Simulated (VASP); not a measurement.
A run of VASP 6.6.1 is set up as follows.

Contents of INCAR:

```
SYSTEM = VN
ALGO = Normal
EDIFF = 1E-8
ENCUT = 520
GGA = PE
GGA_COMPAT = .False.
ISIF = 2
ISMEAR = -1
ISPIN = 2
LASPH = .True.
LCHARG = .False.
LEFG = .True.
LMAXMIX = 4
LORBIT = 11
LREAL = .False.
LWAVE = .False.
MAGMOM = 1.5 0
NBANDS = 20
NELM = 200
PREC = Accurate
SIGMA = 0.08
```

File KPOINTS:

```
k-points
0
Gamma
  14 14 14
  0 0 0
```

The input POSCAR:

```
VN
1.0
    0.0000000000      2.0911610095      2.0911610095
    2.0911610095      0.0000000000      2.0911610095
    2.0911610095      2.0911610095      0.0000000000
V N
1 1
Direct
    0.0000000000      0.0000000000      0.0000000000
    0.5000000000      0.5000000000      0.5000000000
```

Potentials or basis: VASP PAW PBE potentials, release 64 (V_sv, N).

Run with:

```bash
$ cat potpaw_PBE.64/V_sv/POTCAR potpaw_PBE.64/N/POTCAR > POTCAR
$ mpirun -np 1 vasp_std > vasp.out
```

Q: Estimate the band gap on the k mesh.

A: Zero (filled and empty bands overlap).

Q: Predict the net moment.

A: 0.00 μB per cell.

Caveat: the cell stands under tension; the moments typed at the start vanished in this run. With open d or f shells a metallic result of PBE can be an artefact of self-interaction; +U or a hybrid may open a gap.
